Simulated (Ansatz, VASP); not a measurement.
**One calculation of Ti2H, two programs**

POSCAR

```
Ti2H
1.0
    4.2253185686      0.0000000000      0.0000000000
    0.0000000000      4.2253185686      0.0000000000
    0.0000000000      0.0000000000      4.2253185686
Ti H
4 2
Direct
    0.2500000000      0.7500000000      0.2500000000
    0.7500000000      0.2500000000      0.2500000000
    0.2500000000      0.2500000000      0.7500000000
    0.7500000000      0.7500000000      0.7500000000
    0.0000000000      0.0000000000      0.0000000000
    0.5000000000      0.5000000000      0.5000000000
```

Contents of INCAR.step1:

```
  PREC = Accurate
  ENCUT = 520
  ISMEAR = 0
  SIGMA = 0.15
  LREAL = F
  LASPH = T
  NELM = 100
  NBANDS = 34
  GGA = PE
  ALGO = Normal
  EDIFF = 1E-4
  LWAVE = T
  LCHARG = F
```

Contents of INCAR.step2:

```
  PREC = Accurate
  ENCUT = 520
  EDIFF = 1E-6
  ISMEAR = 0
  SIGMA = 0.15
  LREAL = F
  LASPH = T
  NELM = 100
  ALGO = Normal
  ISIF = 2
  LWAVE = F
  LCHARG = F
  METAGGA = R2SCAN
  LMIXTAU = T
  NBANDS = 34
  ISTART = 1
```

Contents of KPOINTS:

```
regular mesh
0
Gamma
  12 12 12
```

Input for Ansatz:

```yaml
crystal:
  lattice:
    - [4.2253185686, 0.0, 0.0]
    - [0.0, 4.2253185686, 0.0]
    - [0.0, 0.0, 4.2253185686]
  atoms:
    - { symbol: Ti, position: [0.25, 0.75, 0.25] }
    - { symbol: Ti, position: [0.75, 0.25, 0.25] }
    - { symbol: Ti, position: [0.25, 0.25, 0.75] }
    - { symbol: Ti, position: [0.75, 0.75, 0.75] }
    - { symbol: H, position: [0.0, 0.0, 0.0] }
    - { symbol: H, position: [0.5, 0.5, 0.5] }
basis:
  ecutwfc: 500
kpoints:
  mp_grid: { grid: [12, 12, 12] }
hamiltonian:
  xc: r2scan
scf:
  occupations: { method: gaussian, width: 0.15 }
output:
  forces: true
  stress: true
  eigenvalues: true
  write_density: true
  write_potential: true
  elf: true
  volumetric_format: npy
```

Alike in both runs: task single point; functional r2SCAN; k mesh 12 × 12 × 12; occupations gaussian, width 0.15 eV; no spin polarisation.

```csv
,VASP,Ansatz
version,VASP 6.6.1,Ansatz 0.2.0
potentials or method,"VASP PAW PBE potentials, release 64 (Ti_sv, H), cutoff 520 eV","scalar-relativistic, plane waves, PAW"
valence electrons in the cell,50,50
```

Ansatz gave:

* gap on the k mesh at the Fermi level (eV): none
* pressure (GPa): 0.0

Problem. Which values does VASP return?

Solution. gap on the k mesh at the Fermi level (eV): none; pressure (GPa): 0.5.

VASP's potentials were made for PBE, not for r2SCAN. A gap of «none» marks a metal or a gap that the smearing closes. With one functional, cell and mesh, what is left measures potentials, basis and numerics.
